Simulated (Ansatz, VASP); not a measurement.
**Co3Si in VASP and in Ansatz**

```
CELL_PARAMETERS angstrom
4.88913 0.00000 0.00000
-2.44457 4.23411 0.00000
0.00000 0.00000 3.90407
ATOMIC_POSITIONS crystal
Co 0.16642 0.33284 0.75000
Co 0.66716 0.83358 0.75000
Co 0.16642 0.83358 0.75000
Co 0.83358 0.66716 0.25000
Co 0.33284 0.16642 0.25000
Co 0.83358 0.16642 0.25000
Si 0.66667 0.33333 0.75000
Si 0.33333 0.66667 0.25000
```

Alike in both runs: task single point; functional PBEsol; k mesh 12 × 12 × 10; occupations gaussian, width 0.15 eV; no spin polarisation.

```csv
,VASP,Ansatz
version,VASP 6.6.1,Ansatz 0.2.0
potentials or method,"VASP PAW PBE potentials, release 64 (Co, Si), cutoff 520 eV","scalar-relativistic, plane waves, PAW"
valence electrons in the cell,62,110
```

Ansatz gave:

```
gap on the k mesh at the Fermi level (eV)                     : none
pressure (GPa)                                                : 0.1
traceless stress, the component that is largest in VASP (GPa) : -0.03
rms of the force components (eV/Å)                            : 0.006
```

What did VASP give for the same quantities?

gap on the k mesh at the Fermi level (eV): none; pressure (GPa): -0.3; traceless stress, the component that is largest in VASP (GPa): -0.06; rms of the force components (eV/Å): 0.008.

VASP's potentials were made for PBE, not for PBEsol. Atom by atom the forces differ by 0.014 eV/Å (rms over components). A gap of «none» marks a metal or a gap that the smearing closes. VASP's potentials hold 62 valence electrons a cell and Ansatz's 110, so a difference there can come from the potentials and not from the codes.
